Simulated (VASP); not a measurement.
Write the native input for VASP 6.6.1 that does the following.

- Task: single point
- Functional: r2SCAN
- Potentials or basis: VASP PAW PBE potentials, release 64 (Se)
- Cutoff: 520 eV
- k mesh: 6 × 6 × 6
- Occupations: gaussian, width 0.02 eV
- Spin: no spin polarisation
- Dipole correction: no
- Further INCAR settings: ALGO = Normal; EDIFF = 1e-07; NBANDS = 16

Crystal: Se.

```
CELL_PARAMETERS angstrom
4.43462 0.00000 0.00000
-2.21731 3.84049 0.00000
0.00000 0.00000 4.99569
ATOMIC_POSITIONS crystal
Se 0.22090 0.00000 0.33333
Se 0.00000 0.22090 0.66667
Se 0.77910 0.77910 0.00000
```

One way to write it, as run:

POSCAR

```
Se
1.0
    4.4346165635      0.0000000000      0.0000000000
   -2.2173082817      3.8404906001      0.0000000000
    0.0000000000      0.0000000000      4.9956940428
Se
3
Direct
    0.2208956059      0.0000000000      0.3333333333
    0.0000000000      0.2208956059      0.6666666667
    0.7791043941      0.7791043941      0.0000000000
```

INCAR.step1

```
SYSTEM = Se
ALGO     = Normal         ! electronic algorithm
EDIFF    = 1E-4           ! SCF threshold, eV
ENCUT    = 520            ! plane-wave cutoff, eV
GGA      = PE             ! functional
ISMEAR   = 0              ! smearing method
LASPH    = .True.         ! aspherical terms in the spheres
LCHARG   = .False.        ! write CHGCAR
LREAL    = .False.        ! projectors in reciprocal space
LWAVE    = .True.         ! write WAVECAR
NBANDS   = 16             ! bands
NELM     = 100            ! most SCF steps
PREC     = Accurate       ! precision mode
SIGMA    = 0.02           ! smearing width, eV
```

INCAR.step2

```
SYSTEM = Se
ALGO     = Normal         ! electronic algorithm
EDIFF    = 1E-7           ! SCF threshold, eV
ENCUT    = 520            ! plane-wave cutoff, eV
ISIF     = 2              ! what is computed and relaxed
ISMEAR   = 0              ! smearing method
ISTART   = 1            
LASPH    = .True.         ! aspherical terms in the spheres
LCHARG   = .False.        ! write CHGCAR
LMIXTAU  = .True.       
LREAL    = .False.        ! projectors in reciprocal space
LWAVE    = .False.        ! write WAVECAR
METAGGA  = R2SCAN         ! meta-GGA
NBANDS   = 16             ! bands
NELM     = 100            ! most SCF steps
PREC     = Accurate       ! precision mode
SIGMA    = 0.02           ! smearing width, eV
```

KPOINTS

```
k-points
0
Gamma
  6 6 6
  0 0 0
```

Potentials or basis: VASP PAW PBE potentials, release 64 (Se).

The run is started by

```sh
$ cat potpaw_PBE.64/Se/POTCAR > POTCAR
$ cp INCAR.step1 INCAR
$ mpirun -np 1 vasp_std > vasp.out
$ cp INCAR.step2 INCAR
$ mpirun -np 1 vasp_std > vasp.out
```

Results of the run:

```yaml
Pressure: 0.3 GPa
Band_gap_on_the_k_mesh: 1.25 eV (least direct gap 1.50 eV)
```

Caveat: the PAW data sets were made with another functional, which shifts forces and pressure a little.

Wall time 6.9 min on 1 thread of AMD EPYC 7R43 64-Core Processor (Zen 3), on a shared host, peak memory 0.2 GiB.
